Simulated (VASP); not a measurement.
Write the native input for VASP 6.6.1 that does the following.

| Item | Value |
| --- | --- |
| Task | relaxation of shape and atoms at fixed volume |
| Functional | PBE |
| Potentials or basis | VASP PAW PBE potentials, release 64 (C, O) |
| Cutoff | 600 eV |
| k mesh | 8 × 8 × 8 |
| Occupations | gaussian, width 0.02 eV |
| Spin | no spin polarisation |
| Dipole correction | no |
| Further INCAR settings | ALGO = Normal; EDIFF = 1e-06; IBRION = 2; EDIFFG = -0.01; NSW = 50; ISIF = 4 |

The structure of CO2 lies in POSCAR:

```
CO2
1.0
   -2.0275106730      2.0275106730      3.0314498677
    2.0275106730     -2.0275106730      3.0314498677
    2.0275106730      2.0275106730     -3.0314498677
C O
2 4
Direct
    0.0000000000      0.0000000000      0.0000000000
    0.7500000000      0.2500000000      0.5000000000
    0.3750000000      0.2843320294      0.4093320294
    0.7156679706      0.1250000000      0.0906679706
    0.8750000000      0.9656679706      0.5906679706
    0.0343320294      0.6250000000      0.9093320294
```

This cell differs from its parent crystal: volume scaled by 1.06.

These files were run (other wordings do the same):

INCAR

```
PREC     = Accurate       # precision mode
ENCUT    = 600            # plane-wave cutoff, eV
EDIFF    = 1E-6           # SCF threshold, eV
ISMEAR   = 0              # smearing method
SIGMA    = 0.02           # smearing width, eV
LREAL    = F              # projectors in reciprocal space
LASPH    = T              # aspherical terms in the spheres
NELM     = 60             # most SCF steps
ALGO     = Normal         # electronic algorithm
ISIF     = 4              # what is computed and relaxed
LWAVE    = F              # write WAVECAR
LCHARG   = F              # write CHGCAR
GGA      = PE             # functional
IBRION   = 2              # ionic algorithm
NSW      = 50             # ionic steps
EDIFFG   = -0.01          # ionic threshold
```

KPOINTS

```
regular mesh
0
Gamma
  8 8 8
```

Potentials or basis: VASP PAW PBE potentials, release 64 (C, O).

Command:

```sh
$ cat potpaw_PBE.64/C/POTCAR potpaw_PBE.64/O/POTCAR > POTCAR
$ mpirun -np 1 vasp_std > vasp.out
```

It gave:

```
Energy gained by relaxing : 1.6 meV/atom
Ionic steps               : 5
Pressure after relaxing   : -7.1 GPa
Band gap on the k mesh    : 7.49 eV, indirect (least direct gap 7.84 eV)
```

Run time: 2.7 min on 1 thread of Oxide Virtual Turin-like Processor, on a shared host, peak memory 0.19 GiB.
